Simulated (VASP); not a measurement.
# Co in VASP: further runs, part 2 of 2

VASP 6.6.1. Earlier steps stand in the parts before.

### 5 Single point, PBE, collinear spin, ferromagnetic start

This run uses another cell than the first one, of 113.55 Å³/atom, 1.777 times its volume.

Contents of INCAR:

```
SYSTEM = Co
PREC     = Accurate       ! precision mode
ENCUT    = 520            ! plane-wave cutoff, eV
EDIFF    = 1E-7           ! SCF threshold, eV
ISMEAR   = 0              ! smearing method
SIGMA    = 0.1            ! smearing width, eV
LREAL    = .False.        ! projectors in reciprocal space
LASPH    = .True.         ! aspherical terms in the spheres
NELM     = 150            ! most SCF steps
ALGO     = Normal         ! electronic algorithm
ISIF     = 2              ! what is computed and relaxed
LWAVE    = .False.        ! write WAVECAR
LCHARG   = .False.        ! write CHGCAR
ISPIN    = 2              ! spin polarisation
MAGMOM   = 2.1            ! initial moments
LORBIT   = 11             ! projections on sites
LMAXMIX  = 4              ! l up to which the mixer works
LDIPOL   = .True.       
IDIPOL   = 3            
DIPOL    = 0.5 0.5 0.294
GGA      = PE             ! functional
NBANDS   = 14             ! bands
```

Contents of KPOINTS:

```
Automatic mesh
0
Gamma
  24 24 1
  0 0 0
```

Contents of POSCAR:

```
Co
1.0
    2.3471498844      0.0000000000      0.0000000000
   -1.1735749422      2.0326914264      0.0000000000
    0.0000000000      0.0000000000     23.8000000000
Co
1
Direct
    0.0000000000      0.0000000000      0.2941176471
```

The run is started by

```sh
$ cat potpaw_PBE.64/Co/POTCAR > POTCAR
$ mpirun -np 1 vasp_std > vasp.out
```

It took 3.9 min on 1 thread of Intel Xeon Platinum 8488C (Sapphire Rapids), shared host; peak memory 0.38 GiB.

The run converged. Its results:

| Property | Result |
| --- | --- |
| Free energy | -5.6368 eV |
| Net moment | 1.78 μB per cell |
| Site moments | Co +1.81 μB |
| Valence electrons inside the program's atomic spheres | Co 8.14 |

Levels at points of the mesh, in eV from the Fermi level:
Spin up:
```
           k point  band 2  band 3  band 4  band 5  band 6  band 7  band 8  band 9
(0.00, 0.00, 0.00)   -2.92   -2.45   -2.45   -1.19   -1.19    0.26    4.75    5.23
(0.50, 0.00, 0.00)   -3.62   -1.72   -1.60   -0.14    2.62    7.73    9.17   11.53
```
Spin down:
```tsv
k point	band 1	band 2	band 3	band 4	band 5	band 6	band 7	band 8
(0.00, 0.00, 0.00)	-6.11	-1.40	-0.81	-0.81	0.25	0.95	0.95	4.67
(0.50, 0.00, 0.00)	-3.43	-1.97	0.28	0.48	1.74	2.61	8.48	9.36
```

### 6 Single point, PBE, collinear spin, ferromagnetic start

This run uses another cell than the first one, of 113.91 Å³/atom, 1.782 times its volume.

Contents of INCAR:

```
ALGO = Normal ; DIPOL = 0.5 0.5 0.294
EDIFF = 1E-7 ; ENCUT = 520
GGA = PE ; IDIPOL = 3
ISIF = 2 ; ISMEAR = 0
ISPIN = 2 ; LASPH = True
LCHARG = False ; LDIPOL = True
LMAXMIX = 4 ; LORBIT = 11
LREAL = False ; LWAVE = False
MAGMOM = 2.1 ; NBANDS = 14
NELM = 150 ; PREC = Accurate
SIGMA = 0.1
```

Contents of KPOINTS:

```
k-points
0
Gamma
  24 24 1
```

Contents of POSCAR:

```
Co
1.0
    2.3508194017      0.0000000000      0.0000000000
   -1.1754097009      2.0358693216      0.0000000000
    0.0000000000      0.0000000000     23.8000000000
Co
1
Direct
    0.0000000000      0.0000000000      0.2941176471
```

Potentials or basis: VASP PAW PBE potentials, release 64 (Co).

The run is started by

```sh
$ cat potpaw_PBE.64/Co/POTCAR > POTCAR
$ mpirun -np 1 vasp_std > vasp.out
```

OUTCAR:

```text
EDIFF = 1E-7
   ENCUT = 520
   GGA = PE
   ISIF = 2
   ISMEAR = 0
   ISPIN = 2
   LASPH = True
   LORBIT = 11
   LREAL = False
   NELM = 150
   PREC = Accurate

 ion  position               nearest neighbor table
   1  0.000  0.000  0.294-

  LATTYP: Found a hexagonal cell.
 ALAT       =     2.3508194017
 C/A-ratio  =    10.1241294771

  Lattice vectors:

 A1 = (   2.3508194017,   0.0000000000,   0.0000000000)
 A2 = (  -1.1754097009,   2.0358693216,   0.0000000000)
 A3 = (   0.0000000000,   0.0000000000,  23.8000000000)

Analysis of symmetry for initial positions (statically):
=====================================================================
 Subroutine PRICEL returns:
 Original cell was already a primitive cell.

 Routine SETGRP: Setting up the symmetry group for a
 hexagonal supercell.

 Subroutine GETGRP returns: Found 24 space group operations
 (whereof 12 operations were pure point group operations)
 out of a pool of 24 trial point group operations.

The static configuration has the point symmetry C_6v.
 The point group associated with its full space group is D_6h.

Analysis of symmetry for dynamics (positions and initial velocities):
=====================================================================
 Subroutine PRICEL returns:
 Original cell was already a primitive cell.

 Routine SETGRP: Setting up the symmetry group for a
 hexagonal supercell.

 Subroutine GETGRP returns: Found 24 space group operations
 (whereof 12 operations were pure point group operations)
 out of a pool of 24 trial point group operations.

The dynamic configuration has the point symmetry C_6v.
 The point group associated with its full space group is D_6h.

Analysis of structural, dynamic, and magnetic symmetry:
=====================================================================
 Subroutine PRICEL returns:
 Original cell was already a primitive cell.

 Routine SETGRP: Setting up the symmetry group for a
 hexagonal supercell.

 Subroutine GETGRP returns: Found 24 space group operations
 (whereof 12 operations were pure point group operations)
 out of a pool of 24 trial point group operations.

The overall configuration has the point symmetry C_6v.
 The point group associated with its full space group is D_6h.

 Subroutine INISYM returns: Found 24 space group operations
 (whereof 12 operations are pure point group operations),
 and found     1 'primitive' translations

----------------------------------------------------------------------------------------

                                     Primitive cell

  volume of cell :     113.9059

  direct lattice vectors                    reciprocal lattice vectors
     2.350819402  0.000000000  0.000000000     0.425383591  0.245595331  0.000000000
    -1.175409701  2.035869322  0.000000000     0.000000000  0.491190662  0.000000000
     0.000000000  0.000000000 23.800000000     0.000000000  0.000000000  0.042016807

  length of vectors
     2.350819402  2.350819402 23.800000000     0.491190662  0.491190662  0.042016807

  position of ions in fractional coordinates (direct lattice)
     0.000000000  0.000000000  0.294117647

  ion indices of the primitive-cell ions
   primitive index   ion index
                 1           1

----------------------------------------------------------------------------------------

[... 86 lines left out ...]
   IALGO  =     38    algorithm
   IMIX   =      4    mixing-type and parameters
     AMIX     =   0.40;   BMIX     =  1.00
     AMIX_MAG =   1.60;   BMIX_MAG =  1.00
  volume/ion in A,a.u.               =     113.91       768.67
  Fermi-wavevector in a.u.,A,eV,Ry     =   0.702490  1.327514  6.714374  0.493493
  Thomas-Fermi vector in A             =   1.787204
   LORBIT       =     11    0 simple, 1 ext, 2 COOP (PROOUT), +10 PAW based schemes
   GGA     = PE    functional components
   LHFCALC =     F    Hartree Fock is set to
   AEXX    =    0.0000 exact exchange contribution
   IVDW    =     0    specifies the selected vdW correction
   LEPSILON=     F    determine dielectric tensor
   LRPA    =     F    only Hartree local field effects (RPA)
 spin polarized calculation
 Gauss-broadening in eV      SIGMA  =   0.10
  energy-cutoff  :      520.00
  volume of cell :      113.91
 maximum number of plane-waves:      3141
 NGX is ok and might be reduce to    18
   NGX =  9   NGY =  9   NGZ = 89

 dipolmoment           0.000000      0.000000      0.000040 electrons x Angstroem

 number of electron       9.0000000 magnetization       1.7828166

 dipolmoment           0.000000      0.000000     -0.000000 electrons x Angstroem

 Free energy of the ion-electron system (eV)
  ---------------------------------------------------
  ext. energy  EPLUGINS =         0.00000000
  ---------------------------------------------------
  free energy    TOTEN  =        -5.63654404 eV

  energy without entropy =       -5.62831586  energy(sigma->0) =       -5.63242995

 E-fermi :  -3.6123     XC(G=0):  -2.0391

 val. band max:       -3.6166475613   @ k =   0.3333   0.0417   0.0000
 cond. band min:      -3.6107211866   @ k =   0.3333   0.0417   0.0000
 fundamental gap:      0.0059263747
 Fermi energy:        -3.6122628099

 spin component 1

 k-point     1 :       0.0000    0.0000    0.0000
  band No.  band energies     occupation
      1      -9.9765      1.00000
      2      -6.5246      1.00000
      3      -6.0532      1.00000
      4      -6.0532      1.00000
      5      -4.8116      1.00000
      6      -4.8116      1.00000
      7      -3.3455      0.00008
      8       1.1333      0.00000
      9       1.6140      0.00000
     10       1.7048      0.00000
     11       2.5419      0.00000
     12       2.8061      0.00000
     13       4.1706      0.00000
     14       4.5592      0.00000
[... 379 lines left out ...]
      3      -5.3436      1.00000
      4      -5.2447      1.00000
      5      -3.9062      0.99998
      6      -0.9430      0.00000
      7       4.2351      0.00000
      8       5.4051      0.00000
      9       8.1260      0.00000
     10       9.3140      0.00000
     11      10.0413      0.00000
     12      10.0889      0.00000
     13      10.7824      0.00000
     14      11.0182      0.00000

 [... further k-points ...]

 spin component 2

 k-point     1 :       0.0000    0.0000    0.0000
  band No.  band energies     occupation
      1      -9.7045      1.00000
      2      -5.0034      1.00000
      3      -4.4134      1.00000
      4      -4.4134      1.00000
      5      -3.3559      0.00014
      6      -2.6656      0.00000
      7      -2.6656      0.00000
      8       1.0566      0.00000
      9       1.4813      0.00000
     10       1.7239      0.00000
     11       2.4758      0.00000
     12       2.8090      0.00000
     13       4.1269      0.00000
     14       4.5453      0.00000
[... 379 lines left out ...]
      3      -3.3421      0.00007
      4      -3.1682      0.00000
      5      -2.2282      0.00000
      6      -0.7383      0.00000
      7       4.9598      0.00000
      8       5.5985      0.00000
      9       8.1798      0.00000
     10       9.1688      0.00000
     11       9.9884      0.00000
     12      10.0399      0.00000
     13      10.6633      0.00000
     14      10.9557      0.00000

 [... further k-points ...]

------------------------ aborting loop because EDIFF is reached ----------------------------------------

 vacuum level on the upper side and lower side of the slab       (xc-potential included)        -0.073        -0.082

  FORCE on cell =-STRESS in cart. coord.  units (eV):
  Direction    XX          YY          ZZ          XY          YZ          ZX
  --------------------------------------------------------------------------------------
  -------------------------------------------------------------------------------------
  Total       -0.1163368     -0.1163368     -0.0007886      0.0000000      0.0000000     -0.0000000
  in kB       -1.6363699     -1.6363699     -0.0110920      0.0000000      0.0000000     -0.0000000
  external PRESSURE =      -1.0946106 kB  Pullay stress =       0.0000000 kB

 VOLUME and BASIS-vectors are now :
 -----------------------------------------------------------------------------
  energy-cutoff  :      520.00
  volume of cell :      113.91
      direct lattice vectors                 reciprocal lattice vectors
     2.350819402  0.000000000  0.000000000     0.425383591  0.245595331  0.000000000
    -1.175409701  2.035869322  0.000000000     0.000000000  0.491190662  0.000000000
     0.000000000  0.000000000 23.800000000     0.000000000  0.000000000  0.042016807

 POSITION                                       TOTAL-FORCE (eV/Angst)
 -----------------------------------------------------------------------------------
      0.00000      0.00000      7.00000        -0.000000      0.000000      0.000000
 -----------------------------------------------------------------------------------
    total drift:                                0.000000      0.000000     -0.000006

  FREE ENERGIE OF THE ION-ELECTRON SYSTEM (eV)
  ---------------------------------------------------
  free  energy   TOTEN  =        -5.6365440450 eV

  energy  without entropy=       -5.6283158566  energy(sigma->0) =       -5.63242995

 vacuum level on the upper side and lower side of the slab         1.466         1.457

 total charge

# of ion       s       p       d       tot
------------------------------------------
    1        0.532   0.378   7.219   8.130

 magnetization (x)

# of ion       s       p       d       tot
------------------------------------------
    1        0.003  -0.038   1.853   1.817
```

stdout:

```text
POSCAR found type information on POSCAR Co
 POSCAR found :  1 types and       1 ions
 scaLAPACK will be used
 LDA part: xc-table for (Slater+PW92), standard interpolation
 POSCAR, INCAR and KPOINTS ok, starting setup
 FFT: planning ... GRIDC
 FFT: planning ... GRID_SOFT
 FFT: planning ... GRID
 WAVECAR not read
 entering main loop
```

It took 3.7 min on 1 thread of Intel Xeon Platinum 8488C (Sapphire Rapids), shared host; peak memory 0.37 GiB.

What came out:

```yaml
Free_energy: -5.6365 eV
Net_moment: 1.78 μB per cell
Site_moments: Co +1.82 μB
Valence_electrons_inside_the_program's_atomic_spheres: Co 8.13
```

### 7 The runs side by side

```csv
cell,k mesh,gap on the mesh (eV),moment (μB)
"a = 2.296, b = 2.296, c = 14.000 Å, angles 90.0, 90.0, 120.0°, 1 atom",12 × 12 × 1,none,1.82
"a = 2.351, b = 2.351, c = 23.800 Å, angles 90.0, 90.0, 120.0°, 1 atom",12 × 12 × 1,none,1.85
"a = 2.347, b = 2.347, c = 23.800 Å, angles 90.0, 90.0, 120.0°, 1 atom",24 × 24 × 1,none,1.78
"a = 2.351, b = 2.351, c = 23.800 Å, angles 90.0, 90.0, 120.0°, 1 atom",24 × 24 × 1,none,1.78
```

Alike in all rows: task single point; level PBE; potentials or basis VASP PAW PBE potentials, release 64 (Co); spin collinear, ferromagnetic start; cutoff (eV) 520; smearing gaussian 0.1 eV.

Total energies depend on the potentials used, so only differences within one code and one set of settings carry meaning.
